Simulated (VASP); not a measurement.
Crystal: ZnSe (Stilleite).

```
CELL_PARAMETERS angstrom
0.00000 2.79550 2.79550
2.79550 0.00000 2.79550
2.79550 2.79550 0.00000
ATOMIC_POSITIONS crystal
Se 0.75000 0.75000 0.75000
Zn 0.00000 0.00000 0.00000
```

Base run:

```yaml
Program: VASP 6.6.1
Functional: PBE
Potentials_or_basis: VASP PAW PBE potentials, release 64 (Se, Zn)
Cutoff: 520 eV
k_mesh: 8 × 8 × 8
Occupations: fermi-dirac, width 0.05 eV
Spin: no spin polarisation
```

Its results: band gap on the k mesh 1.46 eV, direct; pressure 5.3 GPa.

Question: After a change of settings the same cell gave: band gap on the k mesh 1.33 eV, direct; pressure 1.9 GPa. Which change was it?
A. functional from PBE to PBEsol
B. dispersion from none to D4
C. functional from PBE to revPBE; further incar settings from ALGO = Normal; EDIFF = 1e-07; NBANDS = 16 to ALGO = Normal; EDIFF = 1e-06; NBANDS = 16

Answer: A.

PBEsol binds more tightly than PBE, so the same cell stands under less pressure.

Caveats: the PAW data sets were made with another functional, which shifts forces and pressure a little (some runs).
